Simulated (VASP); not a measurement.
# TeW in VASP: further runs

TeW is run at these levels: PBE; tasks: single point, relaxation of cell and atoms.

All numbers are computed with VASP 6.6.1; they aren't measurements. Logs are shortened: lines on timing, memory, paths and dates and some standing lists are left out, and cuts for length are marked.

## 1. The cell of the first run

It takes space group P4/mmm (No. 123, tetragonal). Conventional cell: a = 3.354 Å, b = 3.354 Å, c = 3.300 Å, α = 90.00°, β = 90.00°, γ = 90.00°. Te (site symmetry 4/mmm) has 8 W at 2.89 Å and 6 Te at 3.30 to 3.35 Å within 3.8 Å. W (site symmetry 4/mmm) has 8 Te at 2.89 Å and 6 W at 3.30 to 3.35 Å within 3.8 Å.

## 2. Single point, PBE

INCAR reads:

```
PREC = Accurate
ENCUT = 500
EDIFF = 1E-6
ISMEAR = 0
SIGMA = 0.1
LREAL = False
LASPH = True
NELM = 120
ALGO = Normal
ISIF = 2
LWAVE = False
LCHARG = False
GGA = PE
NBANDS = 17
GGA_COMPAT = False
```

KPOINTS reads:

```
regular mesh
0
Gamma
  6 6 4
```

POSCAR reads:

```
TeW
1.0
    3.3539049391      0.0000000000      0.0000000000
    0.0000000000      3.3539049391      0.0000000000
    0.0000000000      0.0000000000      3.3001506870
Te W
1 1
Direct
    0.5000000000      0.5000000000      0.5000000000
    0.0000000000      0.0000000000      0.0000000000
```

Potentials or basis: VASP PAW PBE potentials, release 64 (Te, W_sv).

Command:

```console
cat potpaw_PBE.64/Te/POTCAR potpaw_PBE.64/W_sv/POTCAR > POTCAR
mpirun -np 1 vasp_std > vasp.out
```

OUTCAR:

```text
PREC = Accurate
   ENCUT = 500
   EDIFF = 1E-6
   ISMEAR = 0
   LREAL = False
   LASPH = True
   NELM = 120
   ISIF = 2
   GGA = PE

 ion  position               nearest neighbor table
   1  0.500  0.500  0.500-   2 2.89   2 2.89   2 2.89   2 2.89   2 2.89   2 2.89   2 2.89   2 2.89

   2  0.000  0.000  0.000-   1 2.89   1 2.89   1 2.89   1 2.89   1 2.89   1 2.89   1 2.89   1 2.89

  LATTYP: Found a simple tetragonal cell.
 ALAT       =     3.3539049391
 C/A-ratio  =     0.9839726369

  Lattice vectors:

 A1 = (   3.3539049391,   0.0000000000,   0.0000000000)
 A2 = (   0.0000000000,   3.3539049391,   0.0000000000)
 A3 = (   0.0000000000,   0.0000000000,   3.3001506870)

Analysis of symmetry for initial positions (statically):
=====================================================================
 Subroutine PRICEL returns:
 Original cell was already a primitive cell.

 Routine SETGRP: Setting up the symmetry group for a
 simple tetragonal supercell.

 Subroutine GETGRP returns: Found 16 space group operations
 (whereof 16 operations were pure point group operations)
 out of a pool of 16 trial point group operations.

The static configuration has the point symmetry D_4h.

Analysis of symmetry for dynamics (positions and initial velocities):
=====================================================================
 Subroutine PRICEL returns:
 Original cell was already a primitive cell.

 Routine SETGRP: Setting up the symmetry group for a
 simple tetragonal supercell.

 Subroutine GETGRP returns: Found 16 space group operations
 (whereof 16 operations were pure point group operations)
 out of a pool of 16 trial point group operations.

The dynamic configuration has the point symmetry D_4h.

 Subroutine INISYM returns: Found 16 space group operations
 (whereof 16 operations are pure point group operations),
 and found     1 'primitive' translations

----------------------------------------------------------------------------------------

                                     Primitive cell

  volume of cell :      37.1223

  direct lattice vectors                    reciprocal lattice vectors
     3.353904939  0.000000000  0.000000000     0.298159912  0.000000000  0.000000000
     0.000000000  3.353904939  0.000000000     0.000000000  0.298159912  0.000000000
     0.000000000  0.000000000  3.300150687     0.000000000  0.000000000  0.303016466

  length of vectors
     3.353904939  3.353904939  3.300150687     0.298159912  0.298159912  0.303016466

  position of ions in fractional coordinates (direct lattice)
     0.500000000  0.500000000  0.500000000
     0.000000000  0.000000000  0.000000000

  ion indices of the primitive-cell ions
   primitive index   ion index
                 1           1
                 2           2

----------------------------------------------------------------------------------------

 KPOINTS: regular mesh

Automatic generation of k-mesh.
 Grid dimensions read from file:
 generate k-points for:    6    6    4

 Generating k-lattice:

  Cartesian coordinates                     Fractional coordinates (reciprocal lattice)
     0.049693319  0.000000000  0.000000000     0.166666667  0.000000000  0.000000000
     0.000000000  0.049693319  0.000000000     0.000000000  0.166666667  0.000000000
     0.000000000  0.000000000  0.075754117     0.000000000  0.000000000  0.250000000

  Length of vectors
     0.049693319  0.049693319  0.075754117

  Shift w.r.t. Gamma in fractional coordinates (k-lattice)
     0.000000000  0.000000000  0.000000000

 Subroutine IBZKPT returns following result:
 ===========================================

 Found     30 irreducible k-points:

 Following reciprocal coordinates:
            Coordinates               Weight
  0.000000  0.000000  0.000000      1.000000
  0.166667  0.000000  0.000000      4.000000
  0.333333  0.000000  0.000000      4.000000
  0.500000  0.000000  0.000000      2.000000
  0.166667  0.166667  0.000000      4.000000
  0.333333  0.166667  0.000000      8.000000
[... 16 lines left out ...]
  0.333333  0.000000  0.500000      4.000000
  0.500000  0.000000  0.500000      2.000000
 [... further k-points ...]
   k-points           NKPTS =     30   k-points in BZ     NKDIM =     30   number of bands    NBANDS=     17
   number of dos      NEDOS =    301   number of ions     NIONS =      2
   total plane-waves  NPLWV =  13824
   dimension x,y,z NGX =    24 NGY =   24 NGZ =   24
   dimension x,y,z NGXF=    48 NGYF=   48 NGZF=   48
   ions per type =               1   1
   NGX,Y,Z   is equivalent  to a cutoff of  11.90, 11.90, 12.09 a.u.
   NGXF,Y,Z  is equivalent  to a cutoff of  23.79, 23.79, 24.18 a.u.
 SYSTEM =  unknown system
   PREC   = accura    normal or accurate (medium, high low for compatibility)
   ISTART =      0    job   : 0-new  1-cont  2-samecut
   ICHARG =      2    charge: 1-file 2-atom 10-const
   ISPIN  =      1    spin polarized calculation?
   LNONCOLLINEAR =      F non collinear calculations
   LSORBIT =      F    spin-orbit coupling
   LASPH  =      T    aspherical Exc in radial PAW
   ENCUT  =  500.0 eV  36.75 Ry    6.06 a.u.   6.11  6.11  6.02*2*pi/ulx,y,z
   NELM   =    120;   NELMIN=  2; NELMDL= -5     # of ELM steps
   EDIFF  = 0.1E-05   stopping-criterion for ELM
   LREAL  =      F    real-space projection
   EDIFFG = 0.1E-04   stopping-criterion for IOM
   NSW    =      0    number of steps for IOM
   IBRION =     -1    ionic relax: 0-MD 1-quasi-New 2-CG
   NFREE  =      0    steps in history (QN), initial steepest desc. (CG)
   ISIF   =      2    stress and relaxation
   ISYM   =      2    0-nonsym 1-usesym 2-fastsym
   POTIM  = 0.5000    time-step for ionic-motion
   TEBEG  =    0.0;   TEEND  =   0.0 temperature during run
   PSTRESS=    0.0 pullay stress
   NELECT =      20.0000    total number of electrons
   NUPDOWN=      -1.0000    fix difference up-down
   EMIN   =  10.00;   EMAX   =-10.00  energy-range for DOS
   EFERMI =   0.00;   METHOD = LEGACY
   ISMEAR =     0;   SIGMA  =   0.10  broadening in eV -4-tet -1-fermi 0-gaus
   EFERMI_NEDOS =   21; number of points for ismear=-14 and -15
   IALGO  =     38    algorithm
   IMIX   =      4    mixing-type and parameters
     AMIX     =   0.40;   BMIX     =  1.00
     AMIX_MAG =   1.60;   BMIX_MAG =  1.00
  volume/ion in A,a.u.               =      18.56       125.26
  Fermi-wavevector in a.u.,A,eV,Ry     =   1.332109  2.517321 24.143731  1.774514
  Thomas-Fermi vector in A             =   2.461069
   LORBIT       =      0    0 simple, 1 ext, 2 COOP (PROOUT), +10 PAW based schemes
   GGA     = PE    functional components
   LHFCALC =     F    Hartree Fock is set to
   AEXX    =    0.0000 exact exchange contribution
   IVDW    =     0    specifies the selected vdW correction
   LEPSILON=     F    determine dielectric tensor
   LRPA    =     F    only Hartree local field effects (RPA)
 non-spin polarized calculation
 Gauss-broadening in eV      SIGMA  =   0.10
  energy-cutoff  :      500.00
  volume of cell :       37.12
 maximum number of plane-waves:       954
   NGX = 13   NGY = 13   NGZ = 13

 number of electron      19.9999999 magnetization

 Free energy of the ion-electron system (eV)
  ---------------------------------------------------
  ext. energy  EPLUGINS =         0.00000000
  ---------------------------------------------------
  free energy    TOTEN  =       -14.56502607 eV

  energy without entropy =      -14.55781353  energy(sigma->0) =      -14.56141980

 E-fermi :  12.3295     XC(G=0): -12.4106

 val. band max:       12.2533221974   @ k =   0.1667   0.0000   0.2500
 cond. band min:      12.3355838108   @ k =   0.5000   0.5000   0.2500
 fundamental gap:      0.0822616133
 Fermi energy:        12.3295421162

 k-point     1 :       0.0000    0.0000    0.0000
  band No.  band energies     occupation
      1     -61.9713      2.00000
      2     -26.1480      2.00000
      3     -26.1447      2.00000
      4     -26.1447      2.00000
      5      -3.1047      2.00000
      6       8.8365      2.00000
[... 9 lines left out ...]
     16      20.8593      0.00000
     17      24.7290      0.00000

 k-point     2 :       0.1667    0.0000    0.0000
  band No.  band energies     occupation
      1     -61.9703      2.00000
      2     -26.1782      2.00000
      3     -26.1446      2.00000
      4     -26.1413      2.00000
      5      -2.7284      2.00000
      6       7.2706      2.00000
[... 9 lines left out ...]
     16      21.8010      0.00000
     17      24.2613      0.00000

 k-point     3 :       0.3333    0.0000    0.0000
  band No.  band energies     occupation
      1     -61.9684      2.00000
      2     -26.2446      2.00000
      3     -26.1379      2.00000
      4     -26.1343      2.00000
      5      -1.7360      2.00000
      6       4.5598      2.00000
[... 9 lines left out ...]
     16      21.4297      0.00000
     17      21.7035      0.00000

 k-point     4 :       0.5000    0.0000    0.0000
  band No.  band energies     occupation
      1     -61.9674      2.00000
      2     -26.2775      2.00000
      3     -26.1346      2.00000
      4     -26.1308      2.00000
      5      -0.9558      2.00000
      6       3.1362      2.00000
[... 9 lines left out ...]
     16      19.3324      0.00000
     17      19.7042      0.00000
[... 343 lines left out ...]
      1     -61.9655      2.00000
      2     -26.2985      2.00000
      3     -26.1606      2.00000
      4     -26.1263      2.00000
      5      -0.6818      2.00000
      6       3.6232      2.00000
[... 9 lines left out ...]
     16      20.5016      0.00000
     17      20.5125      0.00000

 k-point    23 :       0.3333    0.0000    0.5000
  band No.  band energies     occupation
      1     -61.9636      2.00000
      2     -26.2890      2.00000
      3     -26.2240      2.00000
      4     -26.1216      2.00000
      5      -0.3494      2.00000
      6       4.8844      2.00000
[... 9 lines left out ...]
     16      22.0731      0.00000
     17      22.9480      0.00000

 k-point    24 :       0.5000    0.0000    0.5000
  band No.  band energies     occupation
      1     -61.9626      2.00000
      2     -26.2842      2.00000
      3     -26.2554      2.00000
      4     -26.1193      2.00000
      5      -0.1516      2.00000
      6       6.0087      2.00000
[... 9 lines left out ...]
     16      20.5155      0.00000
     17      22.4606      0.00000

 [... further k-points ...]
[... 5 lines left out ...]
  --------------------------------------------------------------------------------------
  -------------------------------------------------------------------------------------
  Total        0.0375316      0.0375316      0.0345860      0.0000000      0.0000000      0.0000000
  in kB        1.6198410      1.6198410      1.4927092      0.0000000      0.0000000      0.0000000
  external PRESSURE =       1.5774638 kB  Pullay stress =       0.0000000 kB

 VOLUME and BASIS-vectors are now :
 -----------------------------------------------------------------------------
  energy-cutoff  :      500.00
  volume of cell :       37.12
      direct lattice vectors                 reciprocal lattice vectors
     3.353904939  0.000000000  0.000000000     0.298159912  0.000000000  0.000000000
     0.000000000  3.353904939  0.000000000     0.000000000  0.298159912  0.000000000
     0.000000000  0.000000000  3.300150687     0.000000000  0.000000000  0.303016466

 POSITION                                       TOTAL-FORCE (eV/Angst)
 -----------------------------------------------------------------------------------
      1.67695      1.67695      1.65008         0.000000      0.000000      0.000000
      0.00000      0.00000      0.00000         0.000000      0.000000      0.000000
 -----------------------------------------------------------------------------------
    total drift:                                0.000000      0.000000      0.000000

  FREE ENERGIE OF THE ION-ELECTRON SYSTEM (eV)
  ---------------------------------------------------
  free  energy   TOTEN  =       -14.5650260727 eV

  energy  without entropy=      -14.5578135340  energy(sigma->0) =      -14.56141980
```

Wall time 8.7 s (1 thread of Intel Xeon Platinum 8259CL at 2.50GHz (Skylake/Cascade Lake), shared host); peak memory 0.15 GiB.

What came out:

```
Free energy            : -14.5650 eV
Pressure               : 0.2 GPa
Band gap on the k mesh : zero (band 10 reaches 13.65 eV, above the bottom of band 11 at 11.76 eV)
```

Levels at points of the mesh, in eV from the Fermi level:
```tsv
k point	band 6	band 7	band 8	band 9	band 10	band 11	band 12	band 13	band 14	band 15
(0.00, 0.00, 0.00)	-3.49	-3.49	-1.54	-1.54	-1.19	0.46	0.57	0.57	2.45	8.37
(0.50, 0.00, 0.00)	-9.19	-3.51	-3.22	-2.76	0.71	1.81	4.42	5.18	5.19	5.47
(0.50, 0.50, 0.00)	-6.29	-6.29	-4.03	-0.92	-0.92	0.96	1.18	2.12	2.74	8.36
(0.00, 0.00, 0.50)	-9.18	-3.46	-3.46	-2.69	0.63	2.08	4.43	5.11	5.11	5.36
(0.50, 0.00, 0.50)	-6.32	-6.19	-3.93	-1.11	-1.05	0.71	1.00	2.21	3.00	8.14
(0.50, 0.50, 0.50)	-7.25	-7.19	-7.19	1.32	1.32	1.37	2.27	2.37	4.30	4.96
```

Caveat: the k points lie up to 0.48 Å⁻¹ apart; spin-orbit coupling is left out, which moves the levels of the heavy elements.

## 3. Relaxation of cell and atoms, PBE

INCAR reads:

```
SYSTEM = TeW
PREC = Accurate
ENCUT = 500
EDIFF = 1E-7
ISMEAR = 0
SIGMA = 0.1
LREAL = .False.
LASPH = .True.
NELM = 120
ALGO = Normal
ISIF = 3
LWAVE = .False.
LCHARG = .False.
GGA = PE
IBRION = 2
NSW = 90
EDIFFG = -0.04
GGA_COMPAT = .False.
NELMIN = 4
```

KPOINTS reads:

```
regular mesh
0
Gamma
  6 6 6
  0 0 0
```

POSCAR reads:

```
TeW
1.0
    3.3359868551      0.0000000000      0.0000000000
    0.0000000000      3.3359868551      0.0000000000
    0.0000000000      0.0000000000      3.3359868551
Te W
1 1
Direct
    0.5000000000      0.5000000000      0.5000000000
    0.0000000000      0.0000000000      0.0000000000
```

Potentials or basis: VASP PAW PBE potentials, release 64 (Te, W_sv).

Command:

```console
cat potpaw_PBE.64/Te/POTCAR potpaw_PBE.64/W_sv/POTCAR > POTCAR
mpirun -np 1 vasp_std > vasp.out
```

OUTCAR:

```text
SYSTEM = TeW
   PREC = Accurate
   ENCUT = 500
   EDIFF = 1E-7
   ISMEAR = 0
   LREAL = .False.
   LASPH = .True.
   NELM = 120
   ISIF = 3
   GGA = PE
   IBRION = 2
   NSW = 90
   EDIFFG = -0.04
   NELMIN = 4

 ion  position               nearest neighbor table
   1  0.500  0.500  0.500-   2 2.89   2 2.89   2 2.89   2 2.89   2 2.89   2 2.89   2 2.89   2 2.89

   2  0.000  0.000  0.000-   1 2.89   1 2.89   1 2.89   1 2.89   1 2.89   1 2.89   1 2.89   1 2.89

  LATTYP: Found a simple cubic cell.
 ALAT       =     3.3359868551

  Lattice vectors:

 A1 = (   3.3359868551,   0.0000000000,   0.0000000000)
 A2 = (   0.0000000000,   3.3359868551,   0.0000000000)
 A3 = (   0.0000000000,   0.0000000000,   3.3359868551)

Analysis of symmetry for initial positions (statically):
=====================================================================
 Subroutine PRICEL returns:
 Original cell was already a primitive cell.

 Routine SETGRP: Setting up the symmetry group for a
 simple cubic supercell.

[... 153 lines left out ...]

 number of electron      20.0000000 magnetization

 Free energy of the ion-electron system (eV)
  ---------------------------------------------------
  ext. energy  EPLUGINS =         0.00000000
  ---------------------------------------------------
  free energy    TOTEN  =       -14.55278336 eV

  energy without entropy =      -14.54185521  energy(sigma->0) =      -14.54731929

------------------------ aborting loop because EDIFF is reached ----------------------------------------

  FORCE on cell =-STRESS in cart. coord.  units (eV):
  Direction    XX          YY          ZZ          XY          YZ          ZX
  --------------------------------------------------------------------------------------
  -------------------------------------------------------------------------------------
  Total        0.0954854      0.0954854      0.0954854      0.0000000      0.0000000     -0.0000000
  in kB        4.1207343      4.1207343      4.1207343      0.0000000      0.0000000     -0.0000000
  external PRESSURE =       4.1207343 kB  Pullay stress =       0.0000000 kB
[... 59 lines left out ...]
--------------------------------------- Ionic step        3  -------------------------------------------

 number of electron      19.9999999 magnetization

 Free energy of the ion-electron system (eV)
  ---------------------------------------------------
  ext. energy  EPLUGINS =         0.00000000
  ---------------------------------------------------
  free energy    TOTEN  =       -14.55288732 eV

  energy without entropy =      -14.54195618  energy(sigma->0) =      -14.54742175

 E-fermi :  12.2842     XC(G=0): -12.3989

 val. band max:       12.1417652321   @ k =   0.1667   0.1667   0.0000
 cond. band min:      12.2897939090   @ k =   0.3333   0.1667   0.0000
 fundamental gap:      0.1480286770
 Fermi energy:        12.2842035662

 k-point     1 :       0.0000    0.0000    0.0000
  band No.  band energies     occupation
      1     -62.0400      2.00000
      2     -26.2116      2.00000
      3     -26.2116      2.00000
      4     -26.2116      2.00000
      5      -3.1129      2.00000
      6       8.8070      2.00000
      7       8.8070      2.00000
      8      10.8720      2.00000
      9      10.8720      2.00000
     10      10.8720      2.00000
     11      12.8080      0.00000
     12      12.8080      0.00000
     13      12.8080      0.00000
     14      14.7224      0.00000
[... 350 lines left out ...]
  FREE ENERGIE OF THE ION-ELECTRON SYSTEM (eV)
  ---------------------------------------------------
  free  energy   TOTEN  =       -14.5528873227 eV

  energy  without entropy=      -14.5419561785  energy(sigma->0) =      -14.54742175

 reached required accuracy - stopping structural energy minimisation
```

CONTCAR:

```text
TeW
   1.00000000000000
     3.3384575082565022   -0.0000000000000000   -0.0000000000000000
     0.0000000000000000    3.3384575082565022   -0.0000000000000000
     0.0000000000000000    0.0000000000000000    3.3384575082565022
  Te              W
     1     1
Direct
     0.5000000000000000    0.5000000000000000    0.5000000000000000
     0.0000000000000000    0.0000000000000000    0.0000000000000000

  0.00000000E+00  0.00000000E+00  0.00000000E+00
  0.00000000E+00  0.00000000E+00  0.00000000E+00
```

Run time: 14 s. Hardware: 1 thread of Intel Xeon Platinum 8259CL at 2.50GHz (Skylake/Cascade Lake), shared host; peak memory 0.14 GiB.

Results:

```
Free energy                            : -14.5529 eV
Relaxed volume                         : 18.60 Å³/atom
Relaxed cell                           : a = 3.338 Å, b = 3.338 Å, c = 3.338 Å, α = 90.00°, β = 90.00°, γ = 90.00°
Space group after relaxing (to 0.05 Å) : Pm-3m (No. 221)
Energy gained by relaxing              : 0.1 meV/atom
Ionic steps                            : 3
Pressure after relaxing                : 0.0 GPa
Band gap on the k mesh                 : zero (band 10 reaches 13.63 eV, above the bottom of band 11 at 11.51 eV)
```

Step by step:
| step | energy change (eV) | largest force (eV/Å) | pressure (GPa) | volume (Å³) |
| --- | --- | --- | --- | --- |
| 1 | 0.0000 | 0.0000 | 0.41 | 37.13 |
| 2 | 0.0003 | 0.0000 | -0.81 | 37.38 |
| 3 | -0.0001 | 0.0000 | 0.01 | 37.21 |

Final structure:
```cif
data_structure
_symmetry_space_group_name_H-M 'P 1'
_symmetry_Int_Tables_number 1
_cell_length_a 3.3385
_cell_length_b 3.3385
_cell_length_c 3.3385
_cell_angle_alpha 90.000
_cell_angle_beta 90.000
_cell_angle_gamma 90.000
_cell_volume 37.21
loop_
_atom_site_label
_atom_site_type_symbol
_atom_site_fract_x
_atom_site_fract_y
_atom_site_fract_z
_atom_site_occupancy
Te1 Te 0.50000 0.50000 0.50000 1
W1 W 0.00000 0.00000 0.00000 1
```

Caveat: spin-orbit coupling is left out, which moves the levels of the heavy elements.

(Part 1 of 2 ends here.)
